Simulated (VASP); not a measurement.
# Mg (P-62m) in VASP: further runs

Mg is run at these levels: r2SCAN; tasks: single point, relaxation of cell and atoms.

All numbers are computed with VASP 6.6.1; they aren't measurements. Logs are shortened: lines on timing, memory, paths and dates and some standing lists are left out, and cuts for length are marked.

## 1. The cell of the first run

Symmetry: P-62m, No. 189, hexagonal system. Conventional cell: a = 5.430 Å, b = 5.430 Å, c = 5.054 Å, α = 90.00°, β = 90.00°, γ = 120.00°. Within 4.0 Å of Mg (site symmetry m2m) lie 10 Mg at 3.07 to 3.17 Å. Mg (site symmetry -6) has 9 Mg at 3.12 to 3.14 Å within 4.1 Å.

## 2. Single point, r2SCAN

POSCAR

```
Mg
1.0
    5.4300167639      0.0000000000      0.0000000000
   -2.7150083819      4.7025324605      0.0000000000
    0.0000000000      0.0000000000      5.0537460154
Mg
5
Direct
    0.0000000000      0.6734755101      0.0000000000
    0.6734755101      0.0000000000      0.0000000000
    0.3265244899      0.3265244899      0.0000000000
    0.6666666667      0.3333333333      0.5000000000
    0.3333333333      0.6666666667      0.5000000000
```

INCAR.step1

```
SYSTEM = Mg
ALGO = Normal
EDIFF = 1E-4
ENCUT = 520
GGA = PE
ISMEAR = 0
LASPH = .TRUE.
LCHARG = .FALSE.
LREAL = .FALSE.
LWAVE = .TRUE.
NBANDS = 13
NELM = 60
PREC = Accurate
SIGMA = 0.1
```

INCAR.step2

```
SYSTEM = Mg
ALGO = Normal
EDIFF = 1E-6
ENCUT = 520
ISIF = 2
ISMEAR = 0
ISTART = 1
LASPH = .TRUE.
LCHARG = .TRUE.
LELF = .TRUE.
LMIXTAU = .TRUE.
LREAL = .FALSE.
LVHAR = .TRUE.
LWAVE = .FALSE.
METAGGA = R2SCAN
NBANDS = 13
NELM = 60
PREC = Accurate
SIGMA = 0.1
```

KPOINTS

```
k-points
0
G
  6 6 6
  0 0 0
```

Potentials or basis: VASP PAW PBE potentials, release 64 (Mg).

Launch:

```bash
$ cat potpaw_PBE.64/Mg/POTCAR > POTCAR
$ cp INCAR.step1 INCAR
$ mpirun -np 1 vasp_std > vasp.out
$ cp INCAR.step2 INCAR
$ mpirun -np 1 vasp_std > vasp.out
```

OUTCAR:

```text
SYSTEM = Mg
   EDIFF = 1E-6
   ENCUT = 520
   ISIF = 2
   ISMEAR = 0
   ISTART = 1
   LASPH = .TRUE.
   LREAL = .FALSE.
   METAGGA = R2SCAN
   NELM = 60
   PREC = Accurate

 ion  position               nearest neighbor table
   1  0.000  0.673  0.000-   2 3.07   3 3.07   5 3.12   5 3.12   4 3.12   4 3.12   3 3.17   2 3.17
                             2 3.17   3 3.17
   2  0.673  0.000  0.000-   1 3.07   3 3.07   4 3.12   4 3.12   5 3.12   5 3.12   3 3.17   1 3.17
                             3 3.17   1 3.17
   3  0.327  0.327  0.000-   1 3.07   2 3.07   5 3.12   5 3.12   4 3.12   4 3.12   1 3.17   2 3.17
                             2 3.17   1 3.17
   4  0.667  0.333  0.500-   2 3.12   2 3.12   1 3.12   1 3.12   3 3.12   3 3.12   5 3.14   5 3.14
                             5 3.14
   5  0.333  0.667  0.500-   1 3.12   1 3.12   2 3.12   2 3.12   3 3.12   3 3.12   4 3.14   4 3.14
                             4 3.14

  LATTYP: Found a hexagonal cell.
 ALAT       =     5.4300167639
 C/A-ratio  =     0.9307054168

  Lattice vectors:

 A1 = (   5.4300167639,   0.0000000000,   0.0000000000)
 A2 = (  -2.7150083819,   4.7025324605,   0.0000000000)
 A3 = (   0.0000000000,   0.0000000000,   5.0537460154)

Analysis of symmetry for initial positions (statically):
=====================================================================
 Subroutine PRICEL returns:
 Original cell was already a primitive cell.

 Routine SETGRP: Setting up the symmetry group for a
 hexagonal supercell.

 Subroutine GETGRP returns: Found 12 space group operations
 (whereof 12 operations were pure point group operations)
 out of a pool of 24 trial point group operations.

The static configuration has the point symmetry D_3h.

Analysis of symmetry for dynamics (positions and initial velocities):
=====================================================================
 Subroutine PRICEL returns:
 Original cell was already a primitive cell.

 Routine SETGRP: Setting up the symmetry group for a
 hexagonal supercell.

 Subroutine GETGRP returns: Found 12 space group operations
 (whereof 12 operations were pure point group operations)
 out of a pool of 24 trial point group operations.

The dynamic configuration has the point symmetry D_3h.

 Subroutine INISYM returns: Found 12 space group operations
 (whereof 12 operations are pure point group operations),
 and found     1 'primitive' translations

----------------------------------------------------------------------------------------

                                     Primitive cell

[... 106 lines left out ...]
   PSTRESS=    0.0 pullay stress
   NELECT =      10.0000    total number of electrons
   NUPDOWN=      -1.0000    fix difference up-down
   EMIN   =  10.00;   EMAX   =-10.00  energy-range for DOS
   EFERMI =   0.00;   METHOD = LEGACY
   ISMEAR =     0;   SIGMA  =   0.10  broadening in eV -4-tet -1-fermi 0-gaus
   EFERMI_NEDOS =   21; number of points for ismear=-14 and -15
   IALGO  =     38    algorithm
   IMIX   =      4    mixing-type and parameters
     AMIX     =   0.40;   BMIX     =  1.00
     AMIX_MAG =   1.60;   BMIX_MAG =  1.00
  volume/ion in A,a.u.               =      25.81       174.17
  Fermi-wavevector in a.u.,A,eV,Ry     =   0.697953  1.318939  6.627916  0.487138
  Thomas-Fermi vector in A             =   1.781422
   LORBIT       =      0    0 simple, 1 ext, 2 COOP (PROOUT), +10 PAW based schemes
   METAGGA = R2SCAN    functional components
   LHFCALC =     F    Hartree Fock is set to
   AEXX    =    0.0000 exact exchange contribution
   IVDW    =     0    specifies the selected vdW correction
   LEPSILON=     F    determine dielectric tensor
   LRPA    =     F    only Hartree local field effects (RPA)
 non-spin polarized calculation
 Gauss-broadening in eV      SIGMA  =   0.10
  energy-cutoff  :      520.00
  volume of cell :      129.05
 maximum number of plane-waves:      3512
   NGX = 21   NGY = 21   NGZ = 19

 number of electron      10.0000000 magnetization

 Free energy of the ion-electron system (eV)
  ---------------------------------------------------
  ext. energy  EPLUGINS =         0.00000000
  ---------------------------------------------------
  free energy    TOTEN  =       -19.78451607 eV

  energy without entropy =      -19.77429744  energy(sigma->0) =      -19.77940676

 E-fermi :   1.8521     XC(G=0):  -8.5248

 val. band max:        1.8433356517   @ k =   0.1667  -0.0000   0.5000
 cond. band min:       1.9206968167   @ k =   0.0000   0.0000   0.3333
 fundamental gap:      0.0773611650
 Fermi energy:         1.8521370952

 k-point     1 :       0.0000    0.0000    0.0000
  band No.  band energies     occupation
      1      -4.9713      2.00000
      2       0.7640      2.00000
      3       1.4451      2.00000
      4       1.5332      1.99999
      5       1.5887      1.99981
      6       1.5887      1.99981
      7       2.7123      0.00000
      8       2.7123      0.00000
      9       2.7657      0.00000
     10       6.6266      0.00000
     11       7.0308      0.00000
     12       7.0308      0.00000
     13       7.8354      0.00000
[... 354 lines left out ...]
  band No.  band energies     occupation
      1      -3.0090      2.00000
      2      -2.2347      2.00000
      3      -0.6721      2.00000
      4       0.1377      2.00000
      5       1.2554      2.00000
      6       2.0876      0.00087
      7       2.2018      0.00000
      8       3.4386      0.00000
      9       5.6341      0.00000
     10       6.9012      0.00000
     11       6.9091      0.00000
     12       7.4652      0.00000
     13       8.4178      0.00000

 [... further k-points ...]
[... 5 lines left out ...]
  --------------------------------------------------------------------------------------
  -------------------------------------------------------------------------------------
  Total       -0.1563690     -0.1563690     -0.1603724     -0.0000000     -0.0000000     -0.0000000
  in kB       -1.9413988     -1.9413988     -1.9911031     -0.0000000     -0.0000000     -0.0000000
  external PRESSURE =      -1.9579669 kB  Pullay stress =       0.0000000 kB

 VOLUME and BASIS-vectors are now :
 -----------------------------------------------------------------------------
  energy-cutoff  :      520.00
  volume of cell :      129.05
      direct lattice vectors                 reciprocal lattice vectors
     5.430016764  0.000000000  0.000000000     0.184161494  0.106325688  0.000000000
    -2.715008382  4.702532460  0.000000000     0.000000000  0.212651376  0.000000000
     0.000000000  0.000000000  5.053746015     0.000000000  0.000000000  0.197873023

 POSITION                                       TOTAL-FORCE (eV/Angst)
 -----------------------------------------------------------------------------------
     -1.82849      3.16704      0.00000         0.001948     -0.003374      0.000000
      3.65698      0.00000      0.00000        -0.003896      0.000000      0.000000
      0.88652      1.53549      0.00000         0.001948      0.003374      0.000000
      2.71501      1.56751      2.52687        -0.000000      0.000000      0.000000
     -0.00000      3.13502      2.52687        -0.000000      0.000000      0.000000
 -----------------------------------------------------------------------------------
    total drift:                                0.000011      0.000019      0.000000

  FREE ENERGIE OF THE ION-ELECTRON SYSTEM (eV)
  ---------------------------------------------------
  free  energy   TOTEN  =       -19.7845160709 eV

  energy  without entropy=      -19.7742974406  energy(sigma->0) =      -19.77940676
```

OUTCAR.step1:

```text
SYSTEM = Mg
   EDIFF = 1E-4
   ENCUT = 520
   GGA = PE
   ISMEAR = 0
   LASPH = .TRUE.
   LREAL = .FALSE.
   NELM = 60
[... 620 lines left out ...]
      0.88652      1.53549      0.00000        -0.013416     -0.023238      0.000000
      2.71501      1.56751      2.52687        -0.000000     -0.000000      0.000000
     -0.00000      3.13502      2.52687        -0.000000     -0.000000      0.000000
 -----------------------------------------------------------------------------------
    total drift:                                0.000000      0.000000     -0.000000

  FREE ENERGIE OF THE ION-ELECTRON SYSTEM (eV)
  ---------------------------------------------------
  free  energy   TOTEN  =        -6.7060491299 eV

  energy  without entropy=       -6.6923222851  energy(sigma->0) =       -6.69918571
```

Run time: 1.7 min. Hardware: 1 thread of Intel Xeon Platinum 8488C (Sapphire Rapids), shared host; peak memory 0.26 GiB.

What came out:

```yaml
Free_energy: -19.7845 eV
Pressure: -0.2 GPa
Largest_force: 0.004 eV/Å
Band_gap_on_the_k_mesh: zero (band 5 reaches 2.81 eV, above the bottom of band 6 at 0.44 eV)
```

Forces on the atoms (eV/Å):
```
Mg   0.002 -0.003  0.000
Mg  -0.004  0.000  0.000
Mg   0.002  0.003  0.000
Mg   0.000  0.000  0.000
Mg   0.000  0.000  0.000
```

Levels at points of the mesh, in eV from the Fermi level:
| k point | band 3 | band 4 | band 5 | band 6 | band 7 | band 8 |
| --- | --- | --- | --- | --- | --- | --- |
| (0.00, 0.00, 0.00) | -0.41 | -0.32 | -0.26 | -0.26 | 0.86 | 0.86 |
| (0.50, 0.00, 0.00) | -1.60 | -1.27 | 0.22 | 0.93 | 1.30 | 1.66 |
| (0.00, 0.00, 0.50) | 0.32 | 0.96 | 0.96 | 1.07 | 1.08 | 1.08 |
| (0.50, 0.00, 0.50) | -3.47 | -2.68 | -0.79 | 0.07 | 0.17 | 1.39 |

Caveat: the PAW data sets were made with another functional, which shifts forces and pressure a little.

## 3. Relaxation of cell and atoms, r2SCAN

This run uses another cell than the first one, of 26.43 Å³/atom, 1.024 times its volume.

POSCAR

```
Mg
1.0
    5.4693473743      0.0000000000      0.0000000000
   -2.7346736871      4.7365937683      0.0000000000
    0.0000000000      0.0000000000      5.1002486633
Mg
5
Direct
    0.0000000000      0.6704560663      0.0000000000
    0.6704560663      0.0000000000      0.0000000000
    0.3295439337      0.3295439337      0.0000000000
    0.6666666667      0.3333333333      0.5000000000
    0.3333333333      0.6666666667      0.5000000000
```

INCAR.step1

```
PREC     = Accurate       # precision mode
ENCUT    = 600            # plane-wave cutoff, eV
ISMEAR   = 0              # smearing method
SIGMA    = 0.1            # smearing width, eV
LREAL    = F              # projectors in reciprocal space
LASPH    = T              # aspherical terms in the spheres
NELM     = 100            # most SCF steps
GGA      = PE             # functional
ALGO     = Normal         # electronic algorithm
EDIFF    = 1E-4           # SCF threshold, eV
LWAVE    = T              # write WAVECAR
LCHARG   = F              # write CHGCAR
```

INCAR.step2

```
PREC     = Accurate       # precision mode
ENCUT    = 600            # plane-wave cutoff, eV
EDIFF    = 1E-6           # SCF threshold, eV
ISMEAR   = 0              # smearing method
SIGMA    = 0.1            # smearing width, eV
LREAL    = F              # projectors in reciprocal space
LASPH    = T              # aspherical terms in the spheres
NELM     = 100            # most SCF steps
ALGO     = Normal         # electronic algorithm
ISIF     = 3              # what is computed and relaxed
LWAVE    = F              # write WAVECAR
LCHARG   = F              # write CHGCAR
METAGGA  = R2SCAN         # meta-GGA
LMIXTAU  = T            
IBRION   = 2              # ionic algorithm
NSW      = 90             # ionic steps
EDIFFG   = -0.025         # ionic threshold
ISTART   = 1
```

KPOINTS

```
Automatic mesh
0
Gamma
  6 6 6
```

Potentials or basis: VASP PAW PBE potentials, release 64 (Mg).

Launch:

```bash
$ cat potpaw_PBE.64/Mg/POTCAR > POTCAR
$ cp INCAR.step1 INCAR
$ mpirun -np 1 vasp_std > vasp.out
$ cp INCAR.step2 INCAR
$ mpirun -np 1 vasp_std > vasp.out
```

Run time: 6.1 min. Hardware: 1 thread of Intel Xeon Platinum 8488C (Sapphire Rapids), shared host; peak memory 0.35 GiB.

The run converged. Its results:

- Free energy: -19.7858 eV
- Relaxed volume: 25.65 Å³/atom
- Relaxed cell: a = 5.416 Å, b = 5.416 Å, c = 5.049 Å, α = 90.00°, β = 90.00°, γ = 120.00°
- Space group after relaxing (to 0.05 Å): P-62m (No. 189)
- Energy gained by relaxing: 2.4 meV/atom
- Ionic steps: 6
- Pressure after relaxing: 0.0 GPa
- Largest force after relaxing: 0.004 eV/Å
- Band gap on the k mesh: zero (band 5 reaches 2.84 eV, above the bottom of band 6 at 0.46 eV)

Forces on the atoms (eV/Å):
```
Mg  -0.002  0.004  0.000
Mg   0.004  0.000  0.000
Mg  -0.002 -0.004  0.000
Mg   0.000  0.000  0.000
Mg   0.000  0.000  0.000
```

Stress tensor (GPa, compression positive):
```
 0.04  0.00  0.00
 0.00  0.04  0.00
 0.00  0.00 -0.05
```

Step by step:
```tsv
step	energy change (eV)	largest force (eV/Å)	pressure (GPa)	volume (Å³)
1	0.0000	0.0445	-0.87	132.13
2	-0.0099	0.0516	-0.25	129.42
3	-0.0109	0.0544	0.01	128.36
4	-0.0109	0.0545	0.03	128.29
5	-0.0113	0.0423	0.02	128.27
6	-0.0119	0.0042	0.01	128.23
```

Final structure:
```xyz
5
Lattice="5.4156 0.0000 0.0000 -2.7078 4.6900 0.0000 0.0000 0.0000 5.0485" Properties=species:S:1:pos:R:3 pbc="T T T"
Mg   -1.8228    3.1572    5.0485
Mg    3.6456    0.0000    0.0000
Mg    0.8850    1.5328    0.0000
Mg    2.7078    1.5633    2.5243
Mg    0.0000    3.1267    2.5243
```

Levels at points of the mesh, in eV from the Fermi level:
| k point | band 2 | band 3 | band 4 | band 5 | band 6 | band 7 | band 8 | band 9 |
| --- | --- | --- | --- | --- | --- | --- | --- | --- |
| (0.00, 0.00, 0.00) | -1.10 | -0.40 | -0.32 | -0.26 | -0.26 | 0.88 | 0.88 | 0.92 |
| (0.50, 0.00, 0.00) | -4.76 | -1.60 | -1.27 | 0.21 | 0.92 | 1.29 | 1.65 | 4.02 |
| (0.00, 0.00, 0.50) | -4.84 | 0.32 | 0.97 | 0.97 | 1.08 | 1.09 | 1.09 | 2.36 |
| (0.50, 0.00, 0.50) | -3.69 | -3.48 | -2.69 | -0.79 | 0.07 | 0.18 | 1.39 | 5.75 |

Caveat: the PAW data sets were made with another functional, which shifts forces and pressure a little.
